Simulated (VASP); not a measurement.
# CuO (Cc) in VASP: single point with PBE

Aim: the single point of CuO with PBE.

Everything below comes from runs of VASP 6.6.1. Logs are shortened: lines on timing, memory, paths and dates and some standing lists are left out, and cuts for length are marked.

## 1. The cell of the first run

Symmetry: Cc, No. 9, monoclinic system. The conventional cell has a = 4.689 Å, b = 3.427 Å, c = 5.132 Å, α = 90.00°, β = 99.65°, γ = 90.00°. Within 2.5 Å of Cu (site symmetry 1) lie 4 O at 1.91 to 2.02 Å. O (site symmetry 1) has 4 Cu at 1.91 to 2.02 Å within 2.5 Å.

## 2. Single point, PBE

INCAR

```
SYSTEM = CuO
ALGO = Normal
EDIFF = 1E-7
ENCUT = 520
GGA = PE
ISIF = 2
ISMEAR = -1
LASPH = .True.
LCHARG = .False.
LREAL = .False.
LWAVE = .False.
NBANDS = 25
NELM = 80
PREC = Accurate
SIGMA = 0.08
```

KPOINTS

```
k-points
0
Gamma
  13 13 7
  0 0 0
```

POSCAR

```
CuO
1.0
    2.3446500000     -1.7134000000      0.0000000000
    2.3446500000      1.7134000000      0.0000000000
   -0.8605500000      0.0000000000      5.0594400000
Cu O
2 2
Direct
    0.0032000000      0.4968000000      0.0000000000
    0.4968000000      0.0032000000      0.5000000000
    0.5714000000      0.4056000000      0.2537000000
    0.4056000000      0.5714000000      0.7537000000
```

Potentials or basis: VASP PAW PBE potentials, release 64 (Cu, O).

Command:

```
> cat potpaw_PBE.64/Cu/POTCAR potpaw_PBE.64/O/POTCAR > POTCAR
> mpirun -np 1 vasp_std > vasp.out
```

OUTCAR:

```text
SYSTEM = CuO
   EDIFF = 1E-7
   ENCUT = 520
   GGA = PE
   ISIF = 2
   ISMEAR = -1
   LASPH = .True.
   LREAL = .False.
   NELM = 80
   PREC = Accurate

 ion  position               nearest neighbor table
   1  0.003  0.497  0.000-   4 1.91   3 1.93   4 1.98   3 2.02
   2  0.497  0.003  0.500-   3 1.91   4 1.93   3 1.98   4 2.02
   3  0.571  0.406  0.254-   2 1.91   1 1.93   2 1.98   1 2.02
   4  0.406  0.571  0.754-   1 1.91   2 1.93   1 1.98   2 2.02

  LATTYP: Found a base centered monoclinic cell.
 ALAT       =     4.6893000000
 B/A-ratio  =     0.7307700510
 C/A-ratio  =     1.0944283424
 COS(beta)  =    -0.1676798048

  Lattice vectors:

 A1 = (   2.3446500000,  -1.7134000000,   0.0000000000)
 A2 = (   2.3446500000,   1.7134000000,   0.0000000000)
 A3 = (  -0.8605500000,   0.0000000000,   5.0594400000)

Analysis of symmetry for initial positions (statically):
=====================================================================
 Subroutine PRICEL returns:
 Original cell was already a primitive cell.

 Routine SETGRP: Setting up the symmetry group for a
 base centered monoclinic supercell.

 Subroutine GETGRP returns: Found  2 space group operations
 (whereof  1 operations were pure point group operations)
 out of a pool of  4 trial point group operations.

The static configuration has the point symmetry C_1 .
 The point group associated with its full space group is C_1h.

Analysis of symmetry for dynamics (positions and initial velocities):
=====================================================================
 Subroutine PRICEL returns:
 Original cell was already a primitive cell.

 Routine SETGRP: Setting up the symmetry group for a
 base centered monoclinic supercell.

 Subroutine GETGRP returns: Found  2 space group operations
 (whereof  1 operations were pure point group operations)
 out of a pool of  4 trial point group operations.

The dynamic configuration has the point symmetry C_1 .
 The point group associated with its full space group is C_1h.

 Subroutine INISYM returns: Found  2 space group operations
 (whereof  1 operations are pure point group operations),
 and found     1 'primitive' translations

----------------------------------------------------------------------------------------

                                     Primitive cell

  volume of cell :      40.6508

  direct lattice vectors                    reciprocal lattice vectors
     2.344650000 -1.713400000  0.000000000     0.213251445 -0.291817439  0.036271510
     2.344650000  1.713400000  0.000000000     0.213251445  0.291817439  0.036271510
    -0.860550000  0.000000000  5.059440000     0.000000000  0.000000000  0.197650333

  length of vectors
     2.903984019  2.903984019  5.132102826     0.363248151  0.363248151  0.197650333

  position of ions in fractional coordinates (direct lattice)
     0.003200000  0.496800000  0.000000000
     0.496800000  0.003200000  0.500000000
     0.571400000  0.405600000  0.253700000
     0.405600000  0.571400000  0.753700000

  ion indices of the primitive-cell ions
   primitive index   ion index
                 1           1
                 2           2
                 3           3
                 4           4

----------------------------------------------------------------------------------------

 KPOINTS: k-points

Automatic generation of k-mesh.
 Grid dimensions read from file:
 generate k-points for:   13   13    7

 Generating k-lattice:

  Cartesian coordinates                     Fractional coordinates (reciprocal lattice)
     0.016403957 -0.022447495  0.002790116     0.076923077 -0.000000000  0.000000000
     0.016403957  0.022447495  0.002790116    -0.000000000  0.076923077  0.000000000
     0.000000000  0.000000000  0.028235762     0.000000000  0.000000000  0.142857143

  Length of vectors
     0.027942165  0.027942165  0.028235762

  Shift w.r.t. Gamma in fractional coordinates (k-lattice)
     0.000000000  0.000000000  0.000000000

 Subroutine IBZKPT returns following result:
 ===========================================

 Found    322 irreducible k-points:

 Following reciprocal coordinates:
            Coordinates               Weight
  0.000000  0.000000  0.000000      1.000000
  0.076923 -0.000000  0.000000      4.000000
  0.153846  0.000000  0.000000      4.000000
  0.230769  0.000000  0.000000      4.000000
  0.307692  0.000000  0.000000      4.000000
  0.384615  0.000000  0.000000      4.000000
[... 16 lines left out ...]
  0.384615  0.153846  0.000000      4.000000
  0.461538  0.153846  0.000000      4.000000
 [... further k-points ...]
   k-points           NKPTS =    322   k-points in BZ     NKDIM =    322   number of bands    NBANDS=     25
   number of dos      NEDOS =    301   number of ions     NIONS =      4
   total plane-waves  NPLWV =  23040
   dimension x,y,z NGX =    24 NGY =   24 NGZ =   40
   dimension x,y,z NGXF=    48 NGYF=   48 NGZF=   80
   ions per type =               2   2
   NGX,Y,Z   is equivalent  to a cutoff of  13.74, 13.74, 12.96 a.u.
   NGXF,Y,Z  is equivalent  to a cutoff of  27.48, 27.48, 25.91 a.u.
 SYSTEM =  CuO
   PREC   = accura    normal or accurate (medium, high low for compatibility)
   ISTART =      0    job   : 0-new  1-cont  2-samecut
   ICHARG =      2    charge: 1-file 2-atom 10-const
   ISPIN  =      1    spin polarized calculation?
   LNONCOLLINEAR =      F non collinear calculations
   LSORBIT =      F    spin-orbit coupling
   LASPH  =      T    aspherical Exc in radial PAW
   ENCUT  =  520.0 eV  38.22 Ry    6.18 a.u.   5.40  5.40  9.54*2*pi/ulx,y,z
   NELM   =     80;   NELMIN=  2; NELMDL= -5     # of ELM steps
   EDIFF  = 0.1E-06   stopping-criterion for ELM
   LREAL  =      F    real-space projection
   EDIFFG = 0.1E-05   stopping-criterion for IOM
   NSW    =      0    number of steps for IOM
   IBRION =     -1    ionic relax: 0-MD 1-quasi-New 2-CG
   NFREE  =      0    steps in history (QN), initial steepest desc. (CG)
   ISIF   =      2    stress and relaxation
   ISYM   =      2    0-nonsym 1-usesym 2-fastsym
   POTIM  = 0.5000    time-step for ionic-motion
   TEBEG  =    0.0;   TEEND  =   0.0 temperature during run
   PSTRESS=    0.0 pullay stress
   NELECT =      34.0000    total number of electrons
   NUPDOWN=      -1.0000    fix difference up-down
   EMIN   =  10.00;   EMAX   =-10.00  energy-range for DOS
   EFERMI =   0.00;   METHOD = LEGACY
   ISMEAR =    -1;   SIGMA  =   0.08  broadening in eV -4-tet -1-fermi 0-gaus
   EFERMI_NEDOS =   21; number of points for ismear=-14 and -15
   IALGO  =     38    algorithm
   IMIX   =      4    mixing-type and parameters
     AMIX     =   0.40;   BMIX     =  1.00
     AMIX_MAG =   1.60;   BMIX_MAG =  1.00
  volume/ion in A,a.u.               =      10.16        68.58
  Fermi-wavevector in a.u.,A,eV,Ry     =   1.542451  2.914810 32.370373  2.379155
  Thomas-Fermi vector in A             =   2.648254
   LORBIT       =      0    0 simple, 1 ext, 2 COOP (PROOUT), +10 PAW based schemes
   GGA     = PE    functional components
   LHFCALC =     F    Hartree Fock is set to
   AEXX    =    0.0000 exact exchange contribution
   IVDW    =     0    specifies the selected vdW correction
   LEPSILON=     F    determine dielectric tensor
   LRPA    =     F    only Hartree local field effects (RPA)
 non-spin polarized calculation
  energy-cutoff  :      520.00
  volume of cell :       40.65
 maximum number of plane-waves:      1129
 NGX is ok and might be reduce to    24
   NGX = 11   NGY = 11   NGZ = 19

 number of electron      33.9999999 magnetization

 Free energy of the ion-electron system (eV)
  ---------------------------------------------------
  ext. energy  EPLUGINS =         0.00000000
  ---------------------------------------------------
  free energy    TOTEN  =       -19.50376924 eV

  energy without entropy =      -19.45824436  energy(sigma->0) =      -19.48100680

 E-fermi :   5.6843     XC(G=0): -11.8988

 val. band max:        5.6831359281   @ k =  -0.4615   0.0000   0.2857
 cond. band min:       5.6882486530   @ k =   0.1538   0.0000   0.0000
 fundamental gap:      0.0051127249
 Fermi energy:         5.6842718722

 k-point     1 :       0.0000    0.0000    0.0000
  band No.  band energies     occupation
      1     -14.2245      2.00000
      2     -12.9107      2.00000
      3      -2.4362      2.00000
      4       0.1492      2.00000
      5       0.5085      2.00000
      6       2.2984      2.00000
[... 17 lines left out ...]
     24      22.0630      0.00000
     25      22.4434      0.00000

 k-point     2 :       0.0769   -0.0000    0.0000
  band No.  band energies     occupation
      1     -14.1845      2.00000
      2     -12.8978      2.00000
      3      -2.3707      2.00000
      4       0.1391      2.00000
      5       0.4923      2.00000
      6       1.8008      2.00000
[... 17 lines left out ...]
     24      21.7510      0.00000
     25      22.6644      0.00000

 k-point     3 :       0.1538    0.0000    0.0000
  band No.  band energies     occupation
      1     -14.0711      2.00000
      2     -12.8619      2.00000
      3      -2.1863      2.00000
      4       0.1023      2.00000
      5       0.4523      2.00000
      6       1.0090      2.00000
[... 17 lines left out ...]
     24      21.1684      0.00000
     25      22.3380      0.00000

 k-point     4 :       0.2308    0.0000    0.0000
  band No.  band energies     occupation
      1     -13.9044      2.00000
      2     -12.8107      2.00000
      3      -1.9206      2.00000
      4       0.0259      2.00000
      5       0.1188      2.00000
      6       0.5032      2.00000
[... 17 lines left out ...]
     24      20.3939      0.00000
     25      22.0157      0.00000
[... 477 lines left out ...]
 k-point    22 :       0.3077    0.1538    0.0000
  band No.  band energies     occupation
      1     -13.6638      2.00000
      2     -12.7585      2.00000
      3      -1.5086      2.00000
      4      -0.4009      2.00000
      5       0.1904      2.00000
      6       0.4616      2.00000
[... 17 lines left out ...]
     24      19.9715      0.00000
     25      21.6062      0.00000

 k-point    23 :       0.3846    0.1538    0.0000
  band No.  band energies     occupation
      1     -13.4961      2.00000
      2     -12.7104      2.00000
      3      -1.2733      2.00000
      4      -0.9593      2.00000
      5       0.1977      2.00000
      6       0.4064      2.00000
[... 17 lines left out ...]
     24      19.0535      0.00000
     25      21.0524      0.00000

 k-point    24 :       0.4615    0.1538    0.0000
  band No.  band energies     occupation
      1     -13.3773      2.00000
      2     -12.6746      2.00000
      3      -1.3445      2.00000
      4      -1.0776      2.00000
      5       0.1711      2.00000
      6       0.3661      2.00000
[... 17 lines left out ...]
     24      18.2545      0.00000
     25      20.5487      0.00000

 [... further k-points ...]

------------------------ aborting loop because EDIFF is reached ----------------------------------------

  FORCE on cell =-STRESS in cart. coord.  units (eV):
  Direction    XX          YY          ZZ          XY          YZ          ZX
  --------------------------------------------------------------------------------------
  -------------------------------------------------------------------------------------
  Total        1.5990855      1.7688043      1.5048538      0.0000000      0.0000000     -0.4382948
  in kB       63.0250280     69.7141839     59.3110565      0.0000000      0.0000000    -17.2745880
  external PRESSURE =      64.0167561 kB  Pullay stress =       0.0000000 kB

 VOLUME and BASIS-vectors are now :
 -----------------------------------------------------------------------------
  energy-cutoff  :      520.00
  volume of cell :       40.65
      direct lattice vectors                 reciprocal lattice vectors
     2.344650000 -1.713400000  0.000000000     0.213251445 -0.291817439  0.036271510
     2.344650000  1.713400000  0.000000000     0.213251445  0.291817439  0.036271510
    -0.860550000  0.000000000  5.059440000     0.000000000  0.000000000  0.197650333

 POSITION                                       TOTAL-FORCE (eV/Angst)
 -----------------------------------------------------------------------------------
      1.17233      0.84573      0.00000        -0.652992      0.362678      0.255084
      0.74205     -0.84573      2.52972        -0.652992     -0.362678      0.255084
      2.07240     -0.28408      1.28358         0.652992      0.268785     -0.255084
      1.64213      0.28408      3.81330         0.652992     -0.268785     -0.255084
 -----------------------------------------------------------------------------------
    total drift:                               -0.000129      0.000000     -0.000524

  FREE ENERGIE OF THE ION-ELECTRON SYSTEM (eV)
  ---------------------------------------------------
  free  energy   TOTEN  =       -19.5037692414 eV

  energy  without entropy=      -19.4582443625  energy(sigma->0) =      -19.48100680
```

Run time: 4.6 min. Hardware: 1 thread of Intel Xeon Platinum 8259CL at 2.50GHz (Skylake/Cascade Lake), shared host; peak memory 0.37 GiB.

Results:

```yaml
Free_energy: -19.5038 eV
Pressure: 6.4 GPa
Largest_force: 0.789 eV/Å
Band_gap_on_the_k_mesh: zero (bands 17 and 18 overlap by 0.61 eV)
```

Forces in eV/Å, atoms in the order of the input:
```
Cu  -0.653  0.363  0.255
Cu  -0.653 -0.363  0.255
O    0.653  0.269 -0.255
O    0.653 -0.269 -0.255
```

Levels at points of the mesh, in eV from the Fermi level:
| k point | band 14 | band 15 | band 16 | band 17 | band 18 | band 19 | band 20 | band 21 |
| --- | --- | --- | --- | --- | --- | --- | --- | --- |
| (0.00, 0.00, 0.00) | -2.23 | -2.14 | -1.66 | 0.21 | 0.91 | 1.71 | 6.05 | 8.15 |

Caveat: the cell stands under pressure; semilocal functionals often make such compounds metallic where correlation or magnetic order opens a gap, which also shifts bond lengths. With open d or f shells a metallic result of PBE can be an artefact of self-interaction; +U or a hybrid may open a gap.
